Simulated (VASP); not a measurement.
Here is a VASP 6.6.1 calculation.

Contents of INCAR:

```
PREC = Accurate ; ENCUT = 500
EDIFF = 1E-6 ; ISMEAR = 0
SIGMA = 0.1 ; LREAL = False
LASPH = True ; NELM = 120
ALGO = Normal ; ISIF = 2
LWAVE = False ; LCHARG = False
GGA = PS ; NBANDS = 20
GGA_COMPAT = False
```

File KPOINTS:

```
Automatic mesh
0
Gamma
  7 7 7
```

POSCAR

```
Nb
1.0
    0.0000000000      2.6200510258      2.6200510258
    2.6200510258      0.0000000000      2.6200510258
    2.6200510258      2.6200510258      0.0000000000
Nb
2
Direct
    1.0000000000      1.0000000000      1.0000000000
    0.2500000000      0.2500000000      0.2500000000
```

Potentials or basis: VASP PAW PBE potentials, release 64 (Nb_sv).

Command:

```sh
$ cat potpaw_PBE.64/Nb_sv/POTCAR > POTCAR
$ mpirun -np 1 vasp_std > vasp.out
```

**Question.** Predict the band gap on the k mesh.

**Answer.** Zero (bands 13 and 14 overlap by 2.36 eV).

**Question.** What does it give for the pressure?

**Answer.** 45.2 GPa.

Caveat: the cell stands under pressure; the PAW data sets were made with another functional, which shifts forces and pressure a little.
